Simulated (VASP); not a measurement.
Here is a VASP 6.6.1 calculation.

Contents of POSCAR:

```
SiSe
1.0
    3.5952000000      0.0000000000      0.0000000000
   -1.7976000000      3.1135300000      0.0000000000
    0.0000000000      0.0000000000      3.5987300000
Si Se
1 1
Direct
    0.6666700000      0.3333300000      0.5000000000
    0.0000000000      0.0000000000      0.0000000000
```

The input INCAR.step1:

```
  PREC = Accurate
  ENCUT = 520
  EDIFF = 1E-5
  ISMEAR = -1
  SIGMA = 0.05
  LREAL = False
  LASPH = True
  NELM = 100
  ALGO = Normal
  ISIF = 2
  LWAVE = True
  LCHARG = False
  GGA = PE
  NBANDS = 12
```

The input INCAR.step2:

```
  PREC = Accurate
  ENCUT = 520
  EDIFF = 1E-6
  ISMEAR = -1
  SIGMA = 0.05
  LREAL = False
  LASPH = True
  NELM = 100
  ALGO = Normal
  ISIF = 2
  LWAVE = False
  LCHARG = False
  METAGGA = R2SCAN
  LHFCALC = True
  AEXX = 0.35
  LMIXTAU = True
  PRECFOCK = Normal
  ISTART = 1
  NBANDS = 12
```

KPOINTS

```
Automatic mesh
0
Gamma
  5 5 4
```

Potentials or basis: VASP PAW PBE potentials, release 64 (Si, Se).

Launch:

```console
$ cat potpaw_PBE.64/Si/POTCAR potpaw_PBE.64/Se/POTCAR > POTCAR
$ cp INCAR.step1 INCAR
$ mpirun -np 1 vasp_std > vasp.out
$ cp INCAR.step2 INCAR
$ mpirun -np 1 vasp_std > vasp.out
```

(1) What does it give for the band gap on the k mesh?

(2) Predict the pressure.

Answers

(1) zero (bands 5 and 6 overlap by 4.61 eV).

(2) -3.6 GPa.

Caveat: the k points lie up to 0.44 Å⁻¹ apart, too coarse for converged energies and pressures of a metal; the PAW data sets were made with another functional, which shifts forces and pressure a little.
